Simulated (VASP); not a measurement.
Input of a VASP 6.6.1 run:

File POSCAR:

```
Al
1.0
    2.7797199561      0.0000000000      0.0000000000
   -1.3898599780      2.4073080974      0.0000000000
    0.0000000000      0.0000000000      4.6417128825
Al
2
Direct
    0.6666666667      0.3333333333      0.7500000000
    0.3333333333      0.6666666667      0.2500000000
```

INCAR.step1

```
ALGO = Normal
EDIFF = 1E-4
ENCUT = 600
GGA = PE
ISMEAR = 0
LASPH = True
LCHARG = False
LREAL = False
LWAVE = True
NELM = 80
PREC = Accurate
SIGMA = 0.1
```

File INCAR.step2:

```
ALGO = Normal
EDIFF = 1E-7
EDIFFG = -0.01
ENCUT = 600
IBRION = 2
ISIF = 4
ISMEAR = 0
ISTART = 1
LASPH = True
LCHARG = False
LMIXTAU = True
LREAL = False
LWAVE = False
METAGGA = R2SCAN
NELM = 80
NSW = 50
PREC = Accurate
SIGMA = 0.1
```

The input KPOINTS:

```
k-points
0
Gamma
  18 18 10
```

Potentials or basis: VASP PAW PBE potentials, release 64 (Al).

Run with:

```bash
$ cat potpaw_PBE.64/Al/POTCAR > POTCAR
$ cp INCAR.step1 INCAR
$ mpirun -np 1 vasp_std > vasp.out
$ cp INCAR.step2 INCAR
$ mpirun -np 1 vasp_std > vasp.out
```

(1) Estimate the band gap on the k mesh.

## Answers

(1) zero (bands 3 and 4 overlap by 7.67 eV).
